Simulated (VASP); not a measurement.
A run of VASP 6.6.1 is set up as follows.

The input INCAR:

```
SYSTEM = CoO
PREC = Accurate
ENCUT = 600
EDIFF = 1E-6
ISMEAR = 0
SIGMA = 0.05
LREAL = .FALSE.
LASPH = .TRUE.
NELM = 200
ALGO = Normal
ISIF = 2
LWAVE = .FALSE.
LCHARG = .FALSE.
ISPIN = 2
MAGMOM = 0.75 0.75 0 0
LORBIT = 11
NUPDOWN = 1.5
LMAXMIX = 4
LDAU = .TRUE.
LDAUTYPE = 2
LDAUL = 2 -1
LDAUU = 2 0
LDAUJ = 0 0
LDAUPRINT = 1
GGA = PE
NBANDS = 27
GGA_COMPAT = .FALSE.
```

The input KPOINTS:

```
regular mesh
0
G
  9 9 9
  0 0 0
```

File POSCAR:

```
CoO
1.0
   -1.5080004400      1.5080004400      2.1072503600
    3.0160008800     -3.0160008800      4.2145007200
    1.5080004400      1.5080004400     -2.1072503600
Co O
2 2
Direct
    0.0000000000      0.0000000000      0.0000000000
    0.0000000000      0.5000000000      0.0000000000
    0.5000000000      0.2500000000      0.0000000000
    0.5000000000      0.7500000000      0.0000000000
```

Potentials or basis: VASP PAW PBE potentials, release 64 (Co, O).

Command:

```bash
$ cat potpaw_PBE.64/Co/POTCAR potpaw_PBE.64/O/POTCAR > POTCAR
$ mpirun -np 1 vasp_std > vasp.out
```

Predict the pressure.

-15.0 GPa.

Eigenvalues of the final occupation matrices:
| site | spin | trace | eigenvalues |
| --- | --- | --- | --- |
| site 1 d | 1 | 4.09 | 0.49 0.75 0.95 0.95 0.95 |
| site 1 d | 2 | 3.26 | 0.13 0.27 0.95 0.95 0.95 |
| site 2 d | 1 | 4.09 | 0.49 0.75 0.95 0.95 0.95 |
| site 2 d | 2 | 3.26 | 0.13 0.27 0.95 0.95 0.95 |

Caveat: the cell stands under tension; the total moment is fixed, so each spin has its own Fermi level. The state reached can hang on the start; a lower one may exist.
